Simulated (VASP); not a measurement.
W, 1 atom in the cell. It takes space group Im-3m (No. 229, cubic). The conventional cell has a = 3.247 Å, b = 3.247 Å, c = 3.247 Å, α = 90.00°, β = 90.00°, γ = 90.00°. W (site symmetry m-3m) has 14 W at 2.81 to 3.25 Å within 3.7 Å. 

- Program: VASP 6.6.1
- Task: single point
- Functional: PBE
- Potentials or basis: VASP PAW PBE potentials, release 64 (W_sv)
- Cutoff: 520 eV
- k mesh: 13 × 13 × 13
- Occupations: fermi-dirac, width 0.1 eV
- Spin: no spin polarisation
- Dipole correction: no
- Further INCAR settings: ALGO = Normal; EDIFF = 1e-06; NBANDS = 13

Potentials or basis: VASP PAW PBE potentials, release 64 (W_sv).

Command:

```bash
$ cat potpaw_PBE.64/W_sv/POTCAR > POTCAR
$ mpirun -np 1 vasp_std > vasp.out
```

Hardware: 1 thread of Intel(R) Xeon(R) 6975P-C (Granite Rapids) (shared host).

Question: Estimate the wall time of this run.

Answer: Wall time 5.5 s on 1 thread of Intel(R) Xeon(R) 6975P-C (Granite Rapids), on a shared host, peak memory 0.14 GiB. Counts: scf iterations 11, k points 84.
